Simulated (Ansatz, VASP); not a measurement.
# One calculation of Si4O7, two programs

```xyz
11
Lattice="0.0000 4.1549 -2.6614 0.0000 -4.1549 -2.6614 -4.1549 0.0000 2.6614" Properties=species:S:1:pos:R:3 pbc="T T T"
Si   -2.0774   -2.0774   -1.3307
Si   -2.0774    2.0774   -1.3307
Si   -4.1549    0.0000    2.6614
Si   -4.1549    0.0000    0.0000
O    -1.2696    2.8853   -2.6614
O    -3.3470   -0.8079   -1.3307
O    -3.3470   -0.8079    1.3307
O    -2.8853   -2.8853    0.0000
O    -2.1026    1.6987    0.0000
O    -0.8079    0.8079   -3.9922
O    -0.8079    0.8079   -1.3307
```

Change from the starting cell: O vacancy; atom 9 moved 0.375 of the way to it and -0.250 Å across, host rigid.

Alike in both runs: task single point; functional LDA; k mesh 6 × 6 × 6; occupations gaussian, width 0.05 eV; no spin polarisation.

|  | VASP | Ansatz |
| --- | --- | --- |
| version | VASP 6.6.1 | Ansatz 0.2.0 |
| potentials or method | VASP PAW LDA potentials, release 64 (Si, O), cutoff 520 eV | scalar-relativistic, plane waves, PAW |
| valence electrons in the cell | 58 | 58 |

Ansatz gave:

| Quantity | Value |
| --- | --- |
| gap on the k mesh at the Fermi level (eV) | 0.15 |
| least direct gap on the mesh (eV) | 0.82 |
| rms of the force components (eV/Å) | 4.293 |

Question: What did VASP give for the same quantities?

Answer: gap on the k mesh at the Fermi level (eV): 0.15; least direct gap on the mesh (eV): 0.84; rms of the force components (eV/Å): 4.224.

Ansatz warns that its potentials were made for another functional, while VASP's fit it. LDA's correlation is that of Perdew and Zunger in VASP and of Perdew and Wang (1992) in Ansatz. Atom by atom the forces differ by 0.077 eV/Å (rms over components).
